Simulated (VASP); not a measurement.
Here is a VASP 6.6.1 calculation.

The input POSCAR:

```
GaN
1.0
    0.0000000000      2.2442117377      2.2442117377
    2.2442117377      0.0000000000      2.2442117377
    2.2442117377      2.2442117377      0.0000000000
Ga N
1 1
Direct
    0.0000000000      0.0000000000      0.0000000000
    0.2500000000      0.2500000000      0.2500000000
```

INCAR.step1

```
PREC = Accurate
ENCUT = 1460
ISMEAR = -1
SIGMA = 0.03
LREAL = False
LASPH = True
NELM = 120
NBANDS = 16
GGA = PE
ALGO = Normal
EDIFF = 1E-5
LWAVE = True
LCHARG = False
GGA_COMPAT = False
```

The input INCAR.step2:

```
PREC = Accurate
ENCUT = 1460
EDIFF = 1E-6
ISMEAR = -1
SIGMA = 0.03
LREAL = False
LASPH = True
NELM = 120
ALGO = Normal
ISIF = 2
LWAVE = False
LCHARG = False
METAGGA = R2SCAN
LMIXTAU = True
LUSE_VDW = True
IVDW_NL = 2
BPARAM = 11.95
CPARAM = 0.0093
NBANDS = 16
ISTART = 1
GGA_COMPAT = False
```

File KPOINTS:

```
regular mesh
0
Gamma
  8 8 8
```

Potentials or basis: VASP PAW PBE potentials, release 64 (Ga_d, N_h).

The run is started by

```sh
$ cat potpaw_PBE.64/Ga_d/POTCAR potpaw_PBE.64/N_h/POTCAR > POTCAR
$ cp INCAR.step1 INCAR
$ mpirun -np 1 vasp_std > vasp.out
$ cp INCAR.step2 INCAR
$ mpirun -np 1 vasp_std > vasp.out
```

(1) Estimate the band gap on the k mesh.

(2) What does it give for the pressure?

Answers

(1) 2.17 eV.

(2) 1.1 GPa.

Caveat: the structure was generated, so it needn't be the stable form of GaN; the PAW data sets were made with another functional, which shifts forces and pressure a little.
